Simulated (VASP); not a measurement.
Write the native input for VASP 6.6.1 that does the following.

```
Task                   : single point
Functional             : PBE
Potentials or basis    : VASP PAW PBE potentials, release 64 (Gd)
Cutoff                 : 520 eV
k mesh                 : 15 × 15 × 15
Occupations            : fermi-dirac, width 0.08 eV
Spin                   : collinear spin, ferromagnetic start
Starting moments       : [7.0] μB
Dipole correction      : no
Further INCAR settings : ALGO = Normal; EDIFF = 1e-06; NBANDS = 19
```

The structure of Gd lies in POSCAR:

```
Gd
1.0
   -1.8185102716      1.8185102716      1.8185102716
    1.8185102716     -1.8185102716      1.8185102716
    1.8185102716      1.8185102716     -1.8185102716
Gd
1
Direct
    0.0000000000      0.0000000000      0.0000000000
```

This isn't the form of Gd at room conditions, which is hcp.

One way to write it, as run:

INCAR

```
ALGO = Normal
EDIFF = 1E-6
ENCUT = 520
GGA = PE
ISIF = 2
ISMEAR = -1
ISPIN = 2
LASPH = True
LCHARG = True
LELF = True
LMAXMIX = 6
LORBIT = 11
LREAL = False
LVHAR = True
LWAVE = False
MAGMOM = 7
NBANDS = 19
NELM = 150
PREC = Accurate
SIGMA = 0.08
```

KPOINTS

```
k-points
0
Gamma
  15 15 15
```

Potentials or basis: VASP PAW PBE potentials, release 64 (Gd).

Command:

```bash
$ cat potpaw_PBE.64/Gd/POTCAR > POTCAR
$ mpirun -np 1 vasp_std > vasp.out
```

It gave:

```yaml
Pressure: 18.0 GPa
Net_moment: 7.55 μB per cell
Site_moments: Gd +7.02 μB
Valence_electrons_inside_the_program's_atomic_spheres: Gd 15.40
```

Caveat: the cell stands under pressure.

Wall time 4.7 min on 1 thread of Intel Xeon 8259CL (shared host), peak memory 0.23 GiB.
